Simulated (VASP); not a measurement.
A run of VASP 6.6.1:

File INCAR:

```
  PREC = Accurate
  ENCUT = 520
  EDIFF = 1E-7
  ISMEAR = -1
  SIGMA = 0.1
  LREAL = False
  LASPH = True
  NELM = 100
  ALGO = Normal
  ISIF = 2
  LWAVE = False
  LCHARG = True
  GGA = RE
  LELF = True
  LVHAR = True
  NBANDS = 19
```

Contents of KPOINTS:

```
Automatic mesh
0
Gamma
  10 10 10
```

POSCAR

```
Zn
1.0
    0.0000000000      2.8841866005      2.8841866005
    2.8841866005      0.0000000000      2.8841866005
    2.8841866005      2.8841866005      0.0000000000
Zn
2
Direct
    0.1250000000      0.1250000000      0.1250000000
    0.8750000000      0.8750000000      0.8750000000
```

Potentials or basis: VASP PAW PBE potentials, release 64 (Zn).

Run with:

```console
$ cat potpaw_PBE.64/Zn/POTCAR > POTCAR
$ mpirun -np 1 vasp_std > vasp.out
```

Hardware: 1 thread of Intel(R) Xeon(R) Platinum 8259CL CPU @ 2.50GHz (Skylake/Cascade Lake) (shared host).

**Question.** How long does it take, and how much memory?

**Answer.** It took 48 s on 1 thread of Intel(R) Xeon(R) Platinum 8259CL CPU @ 2.50GHz (Skylake/Cascade Lake) (shared host), peak memory 0.18 GiB. Counts: scf iterations 13, k points 47.
